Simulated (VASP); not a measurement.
# CsCl (Pm-3m) in VASP: notebook

CsCl is run at these levels: PBE; tasks: single point.

Everything below comes from runs of VASP 6.6.1. Logs are shortened: lines on timing, memory, paths and dates and some standing lists are left out, and cuts for length are marked.

## (1) The cell of the first run

It takes space group Pm-3m (No. 221, cubic). Conventional cell: a = 4.030 Å, b = 4.030 Å, c = 4.030 Å, α = 90.00°, β = 90.00°, γ = 90.00°. Cs (site symmetry m-3m) has 8 Cl at 3.49 Å and 6 Cs at 4.03 Å within 4.6 Å. Within 4.6 Å of Cl (site symmetry m-3m) lie 8 Cs at 3.49 Å and 6 Cl at 4.03 Å.

## (2) Single point, PBE (32.73 Å³/atom)

INCAR

```
SYSTEM = CsCl
  PREC = Accurate
  ENCUT = 500
  EDIFF = 1E-6
  ISMEAR = 0
  SIGMA = 0.02
  LREAL = .False.
  LASPH = .True.
  NELM = 120
  ALGO = Normal
  ISIF = 2
  LWAVE = .False.
  LCHARG = .False.
  GGA = PE
  NBANDS = 15
  GGA_COMPAT = .False.
```

KPOINTS

```
Automatic mesh
0
Gamma
  6 6 6
  0 0 0
```

POSCAR

```
CsCl
1.0
    4.0302054595      0.0000000000      0.0000000000
    0.0000000000      4.0302054595      0.0000000000
    0.0000000000      0.0000000000      4.0302054595
Cs Cl
1 1
Direct
    0.0000000000      0.0000000000      0.0000000000
    0.5000000000      0.5000000000      0.5000000000
```

Potentials or basis: VASP PAW PBE potentials, release 64 (Cs_sv, Cl).

Started as:

```bash
> cat potpaw_PBE.64/Cs_sv/POTCAR potpaw_PBE.64/Cl/POTCAR > POTCAR
> mpirun -np 1 vasp_std > vasp.out
```

OUTCAR:

```text
SYSTEM = CsCl
   PREC = Accurate
   ENCUT = 500
   EDIFF = 1E-6
   ISMEAR = 0
   LREAL = .False.
   LASPH = .True.
   NELM = 120
   ISIF = 2
   GGA = PE

 ion  position               nearest neighbor table
   1  0.000  0.000  0.000-
   2  0.500  0.500  0.500-

  LATTYP: Found a simple cubic cell.
 ALAT       =     4.0302054595

  Lattice vectors:

 A1 = (   4.0302054595,   0.0000000000,   0.0000000000)
 A2 = (   0.0000000000,   4.0302054595,   0.0000000000)
 A3 = (   0.0000000000,   0.0000000000,   4.0302054595)

Analysis of symmetry for initial positions (statically):
=====================================================================
 Subroutine PRICEL returns:
 Original cell was already a primitive cell.

 Routine SETGRP: Setting up the symmetry group for a
 simple cubic supercell.

 Subroutine GETGRP returns: Found 48 space group operations
 (whereof 48 operations were pure point group operations)
 out of a pool of 48 trial point group operations.

The static configuration has the point symmetry O_h .

Analysis of symmetry for dynamics (positions and initial velocities):
=====================================================================
 Subroutine PRICEL returns:
 Original cell was already a primitive cell.

 Routine SETGRP: Setting up the symmetry group for a
 simple cubic supercell.

 Subroutine GETGRP returns: Found 48 space group operations
 (whereof 48 operations were pure point group operations)
 out of a pool of 48 trial point group operations.

The dynamic configuration has the point symmetry O_h .

 Subroutine INISYM returns: Found 48 space group operations
 (whereof 48 operations are pure point group operations),
 and found     1 'primitive' translations

----------------------------------------------------------------------------------------

                                     Primitive cell

  volume of cell :      65.4608

  direct lattice vectors                    reciprocal lattice vectors
     4.030205460  0.000000000  0.000000000     0.248126308  0.000000000  0.000000000
     0.000000000  4.030205460  0.000000000     0.000000000  0.248126308  0.000000000
     0.000000000  0.000000000  4.030205460     0.000000000  0.000000000  0.248126308

  length of vectors
     4.030205460  4.030205460  4.030205460     0.248126308  0.248126308  0.248126308

  position of ions in fractional coordinates (direct lattice)
     0.000000000  0.000000000  0.000000000
     0.500000000  0.500000000  0.500000000

  ion indices of the primitive-cell ions
   primitive index   ion index
                 1           1
                 2           2

----------------------------------------------------------------------------------------

 KPOINTS: Automatic mesh

Automatic generation of k-mesh.
 Grid dimensions read from file:
 generate k-points for:    6    6    6

 Generating k-lattice:

  Cartesian coordinates                     Fractional coordinates (reciprocal lattice)
     0.041354385  0.000000000  0.000000000     0.166666667  0.000000000  0.000000000
     0.000000000  0.041354385  0.000000000     0.000000000  0.166666667  0.000000000
     0.000000000  0.000000000  0.041354385     0.000000000  0.000000000  0.166666667

  Length of vectors
     0.041354385  0.041354385  0.041354385

  Shift w.r.t. Gamma in fractional coordinates (k-lattice)
     0.000000000  0.000000000  0.000000000

 Subroutine IBZKPT returns following result:
 ===========================================

 Found     20 irreducible k-points:

 Following reciprocal coordinates:
            Coordinates               Weight
  0.000000  0.000000  0.000000      1.000000
  0.166667  0.000000  0.000000      6.000000
  0.333333  0.000000  0.000000      6.000000
  0.500000  0.000000  0.000000      3.000000
  0.166667  0.166667  0.000000     12.000000
  0.333333  0.166667  0.000000     24.000000
[... 12 lines left out ...]
  0.500000  0.500000  0.333333      6.000000
  0.500000  0.500000  0.500000      1.000000
   k-points           NKPTS =     20   k-points in BZ     NKDIM =     20   number of bands    NBANDS=     15
   number of dos      NEDOS =    301   number of ions     NIONS =      2
   total plane-waves  NPLWV =  27000
   dimension x,y,z NGX =    30 NGY =   30 NGZ =   30
   dimension x,y,z NGXF=    60 NGYF=   60 NGZF=   60
   ions per type =               1   1
   NGX,Y,Z   is equivalent  to a cutoff of  12.37, 12.37, 12.37 a.u.
   NGXF,Y,Z  is equivalent  to a cutoff of  24.75, 24.75, 24.75 a.u.
 SYSTEM =  CsCl
   PREC   = accura    normal or accurate (medium, high low for compatibility)
   ISTART =      0    job   : 0-new  1-cont  2-samecut
   ICHARG =      2    charge: 1-file 2-atom 10-const
   ISPIN  =      1    spin polarized calculation?
   LNONCOLLINEAR =      F non collinear calculations
   LSORBIT =      F    spin-orbit coupling
   LASPH  =      T    aspherical Exc in radial PAW
   ENCUT  =  500.0 eV  36.75 Ry    6.06 a.u.   7.35  7.35  7.35*2*pi/ulx,y,z
   NELM   =    120;   NELMIN=  2; NELMDL= -5     # of ELM steps
   EDIFF  = 0.1E-05   stopping-criterion for ELM
   LREAL  =      F    real-space projection
   EDIFFG = 0.1E-04   stopping-criterion for IOM
   NSW    =      0    number of steps for IOM
   IBRION =     -1    ionic relax: 0-MD 1-quasi-New 2-CG
   NFREE  =      0    steps in history (QN), initial steepest desc. (CG)
   ISIF   =      2    stress and relaxation
   ISYM   =      2    0-nonsym 1-usesym 2-fastsym
   POTIM  = 0.5000    time-step for ionic-motion
   TEBEG  =    0.0;   TEEND  =   0.0 temperature during run
   PSTRESS=    0.0 pullay stress
   NELECT =      16.0000    total number of electrons
   NUPDOWN=      -1.0000    fix difference up-down
   EMIN   =  10.00;   EMAX   =-10.00  energy-range for DOS
   EFERMI =   0.00;   METHOD = LEGACY
   ISMEAR =     0;   SIGMA  =   0.02  broadening in eV -4-tet -1-fermi 0-gaus
   EFERMI_NEDOS =   21; number of points for ismear=-14 and -15
   IALGO  =     38    algorithm
   IMIX   =      4    mixing-type and parameters
     AMIX     =   0.40;   BMIX     =  1.00
     AMIX_MAG =   1.60;   BMIX_MAG =  1.00
  volume/ion in A,a.u.               =      32.73       220.88
  Fermi-wavevector in a.u.,A,eV,Ry     =   1.023578  1.934282 14.254988  1.047712
  Thomas-Fermi vector in A             =   2.157319
   LORBIT       =      0    0 simple, 1 ext, 2 COOP (PROOUT), +10 PAW based schemes
   GGA     = PE    functional components
   LHFCALC =     F    Hartree Fock is set to
   AEXX    =    0.0000 exact exchange contribution
   IVDW    =     0    specifies the selected vdW correction
   LEPSILON=     F    determine dielectric tensor
   LRPA    =     F    only Hartree local field effects (RPA)
 non-spin polarized calculation
 Gauss-broadening in eV      SIGMA  =   0.02
  energy-cutoff  :      500.00
  volume of cell :       65.46
 maximum number of plane-waves:      1675
 NGX is ok and might be reduce to    30
   NGX = 15   NGY = 15   NGZ = 15

 number of electron      16.0000004 magnetization

 Free energy of the ion-electron system (eV)
  ---------------------------------------------------
  ext. energy  EPLUGINS =         0.00000000
  ---------------------------------------------------
  free energy    TOTEN  =        -6.47463734 eV

  energy without entropy =       -6.47463734  energy(sigma->0) =       -6.47463734

 E-fermi :   0.2214     XC(G=0):  -8.5745

 val. band max:        0.0651817710   @ k =   0.0000   0.0000   0.0000
 cond. band min:       5.3812819207   @ k =   0.0000   0.0000   0.0000
 fundamental gap:      5.3161001497
 Fermi energy:         0.2214103880

 k-point     1 :       0.0000    0.0000    0.0000
  band No.  band energies     occupation
      1     -19.2434      2.00000
      2     -12.2147      2.00000
      3      -5.6791      2.00000
      4      -5.6791      2.00000
      5      -5.6791      2.00000
      6       0.0652      2.00000
      7       0.0652      2.00000
      8       0.0652      2.00000
      9       5.3813      0.00000
     10       5.3813      0.00000
     11       5.6532      0.00000
     12      10.3311      0.00000
     13      10.3311      0.00000
     14      10.3311      0.00000
     15      13.5216      0.00000

 k-point     2 :       0.1667    0.0000    0.0000
  band No.  band energies     occupation
      1     -19.2166      2.00000
      2     -12.2319      2.00000
      3      -5.8473      2.00000
      4      -5.6350      2.00000
      5      -5.6350      2.00000
      6      -0.3270      2.00000
      7      -0.0088      2.00000
      8      -0.0088      2.00000
      9       5.5798      0.00000
     10       6.0612      0.00000
     11       6.3701      0.00000
     12      10.1165      0.00000
     13      10.1165      0.00000
     14      10.5056      0.00000
     15      11.9865      0.00000

 k-point     3 :       0.3333    0.0000    0.0000
  band No.  band energies     occupation
      1     -19.1617      2.00000
      2     -12.2713      2.00000
      3      -6.1397      2.00000
      4      -5.5431      2.00000
      5      -5.5431      2.00000
      6      -0.9728      2.00000
      7      -0.1636      2.00000
      8      -0.1636      2.00000
      9       6.1018      0.00000
     10       7.3385      0.00000
     11       8.1686      0.00000
     12       9.8879      0.00000
     13       9.8879      0.00000
     14      10.1653      0.00000
     15      10.9490      0.00000
[... 271 lines left out ...]
 k-point    19 :       0.5000    0.5000    0.3333
  band No.  band energies     occupation
      1     -18.9797      2.00000
      2     -12.0506      2.00000
      3      -6.3818      2.00000
      4      -6.3818      2.00000
      5      -6.0906      2.00000
      6      -1.0075      2.00000
      7      -1.0075      2.00000
      8      -0.9667      2.00000
      9       8.1439      0.00000
     10       8.5966      0.00000
     11       8.5966      0.00000
     12       9.1008      0.00000
     13      11.4738      0.00000
     14      11.4738      0.00000
     15      12.9641      0.00000

 k-point    20 :       0.5000    0.5000    0.5000
  band No.  band energies     occupation
      1     -18.9582      2.00000
      2     -12.0250      2.00000
      3      -6.2982      2.00000
      4      -6.2982      2.00000
      5      -6.2982      2.00000
      6      -1.2175      2.00000
      7      -1.2175      2.00000
      8      -1.2175      2.00000
      9       8.8646      0.00000
     10       8.8646      0.00000
     11       8.8646      0.00000
     12      10.9960      0.00000
     13      10.9960      0.00000
     14      10.9960      0.00000
     15      13.0291      0.00000

------------------------ aborting loop because EDIFF is reached ----------------------------------------

  FORCE on cell =-STRESS in cart. coord.  units (eV):
  Direction    XX          YY          ZZ          XY          YZ          ZX
  --------------------------------------------------------------------------------------
  -------------------------------------------------------------------------------------
  Total        1.0625850      1.0625850      1.0625850      0.0000000      0.0000000     -0.0000000
  in kB       26.0071459     26.0071459     26.0071459      0.0000000      0.0000000     -0.0000000
  external PRESSURE =      26.0071459 kB  Pullay stress =       0.0000000 kB

 VOLUME and BASIS-vectors are now :
 -----------------------------------------------------------------------------
  energy-cutoff  :      500.00
  volume of cell :       65.46
      direct lattice vectors                 reciprocal lattice vectors
     4.030205460  0.000000000  0.000000000     0.248126308  0.000000000  0.000000000
     0.000000000  4.030205460  0.000000000     0.000000000  0.248126308  0.000000000
     0.000000000  0.000000000  4.030205460     0.000000000  0.000000000  0.248126308

 POSITION                                       TOTAL-FORCE (eV/Angst)
 -----------------------------------------------------------------------------------
      0.00000      0.00000      0.00000         0.000000      0.000000      0.000000
      2.01510      2.01510      2.01510         0.000000      0.000000      0.000000
 -----------------------------------------------------------------------------------
    total drift:                                0.000000      0.000000     -0.000000

  FREE ENERGIE OF THE ION-ELECTRON SYSTEM (eV)
  ---------------------------------------------------
  free  energy   TOTEN  =        -6.4746373367 eV

  energy  without entropy=       -6.4746373367  energy(sigma->0) =       -6.47463734
```

It took 21 s on 1 thread of Intel Xeon 8259CL, shared host; peak memory 0.17 GiB.

Results:

| Quantity | Value |
| --- | --- |
| Free energy | -6.4746 eV |
| Pressure | 2.6 GPa |
| Band gap on the k mesh | 5.32 eV |

Levels at points of the mesh, in eV from the valence-band top:
| k point | band 6 | band 7 | band 8 | band 9 | band 10 | band 11 |
| --- | --- | --- | --- | --- | --- | --- |
| (0.00, 0.00, 0.00) | 0.00 | 0.00 | 0.00 | 5.32 | 5.32 | 5.59 |
| (0.50, 0.00, 0.00) | -1.32 | -0.31 | -0.31 | 6.43 | 7.95 | 9.25 |
| (0.50, 0.50, 0.00) | -0.44 | -0.44 | -0.10 | 6.01 | 6.08 | 8.05 |
| (0.50, 0.50, 0.50) | -1.28 | -1.28 | -1.28 | 8.80 | 8.80 | 8.80 |

Caveat: spin-orbit coupling is left out, which moves the levels of the heavy elements.

## (3) Single point, PBE (33.85 Å³/atom)

This run uses another cell than the first one, of 33.85 Å³/atom.

INCAR

```
SYSTEM = CsCl
PREC = Accurate ; ENCUT = 500
EDIFF = 1E-6 ; ISMEAR = 0
SIGMA = 0.02 ; LREAL = .FALSE.
LASPH = .TRUE. ; NELM = 120
ALGO = Normal ; ISIF = 2
LWAVE = .FALSE. ; LCHARG = .FALSE.
GGA = PE ; NBANDS = 15
GGA_COMPAT = .FALSE.
```

KPOINTS

```
regular mesh
0
G
  6 6 6
  0 0 0
```

POSCAR

```
CsCl
1.0
    4.0754924575      0.0000000000      0.0000000000
    0.0000000000      4.0754924575      0.0000000000
    0.0000000000      0.0000000000      4.0754924575
Cs Cl
1 1
Direct
    0.0000000000      0.0000000000      0.0000000000
    0.5000000000      0.5000000000      0.5000000000
```

Potentials or basis: VASP PAW PBE potentials, release 64 (Cs_sv, Cl).

Started as:

```bash
> cat potpaw_PBE.64/Cs_sv/POTCAR potpaw_PBE.64/Cl/POTCAR > POTCAR
> mpirun -np 1 vasp_std > vasp.out
```

It took 21 s on 1 thread of Intel Xeon 8259CL, shared host; peak memory 0.17 GiB.

The run converged. Its results:

| Item | Value |
| --- | --- |
| Free energy | -6.5055 eV |
| Pressure | 1.8 GPa |
| Band gap on the k mesh | 5.36 eV |

Levels at points of the mesh, in eV from the valence-band top:
```csv
k point,band 5,band 6,band 7,band 8,band 9,band 10,band 11,band 12
"(0.00, 0.00, 0.00)",-5.80,0.00,0.00,0.00,5.36,5.36,5.42,10.15
"(0.50, 0.00, 0.00)",-5.64,-1.24,-0.27,-0.27,6.43,7.78,9.12,9.27
"(0.50, 0.50, 0.00)",-5.54,-0.43,-0.43,-0.08,5.98,6.05,8.02,8.02
"(0.50, 0.50, 0.50)",-6.38,-1.19,-1.19,-1.19,8.65,8.65,8.65,10.73
```

Caveat: spin-orbit coupling is left out, which moves the levels of the heavy elements. A k mesh can miss the band edges.
